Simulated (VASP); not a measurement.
Here is a VASP 6.6.1 calculation.

Contents of INCAR:

```
PREC     = Accurate       # precision mode
ENCUT    = 520            # plane-wave cutoff, eV
EDIFF    = 1E-7           # SCF threshold, eV
ISMEAR   = 0              # smearing method
SIGMA    = 0.1            # smearing width, eV
LREAL    = False          # projectors in reciprocal space
LASPH    = True           # aspherical terms in the spheres
NELM     = 60             # most SCF steps
ALGO     = Normal         # electronic algorithm
ISIF     = 2              # what is computed and relaxed
LWAVE    = False          # write WAVECAR
LCHARG   = True           # write CHGCAR
GGA      = PE             # functional
LELF     = True           # ELF
LVHAR    = True         
NBANDS   = 25             # bands
```

Contents of KPOINTS:

```
regular mesh
0
Gamma
  4 4 4
```

POSCAR

```
BeSe5
1.0
    0.0000000000      4.0138568227      4.0138568227
    4.0138568227      0.0000000000      4.0138568227
    4.0138568227      4.0138568227      0.0000000000
Be Se
1 5
Direct
    0.2500000000      0.2500000000      0.2500000000
    0.3717713093      0.8760762302      0.8760762302
    0.8760762302      0.3717713093      0.8760762302
    0.8760762302      0.8760762302      0.3717713093
    0.8760762302      0.8760762302      0.8760762302
    0.5000000000      0.5000000000      0.5000000000
```

Potentials or basis: VASP PAW PBE potentials, release 64 (Be, Se).

Launch:

```console
$ cat potpaw_PBE.64/Be/POTCAR potpaw_PBE.64/Se/POTCAR > POTCAR
$ mpirun -np 1 vasp_std > vasp.out
```

What does it give for the pressure?

0.0 GPa.

What does it give for the largest force?

0.012 eV/Å.

Estimate the band gap on the k mesh.

zero (band 16 reaches 5.82 eV, above the bottom of band 17 at 4.47 eV).

Forces in eV/Å, atoms in the order of the input:
```
Be   0.000  0.000  0.000
Se  -0.007  0.007  0.007
Se   0.007 -0.007  0.007
Se   0.007  0.007 -0.007
Se  -0.007 -0.007 -0.007
Se   0.000  0.000  0.000
```
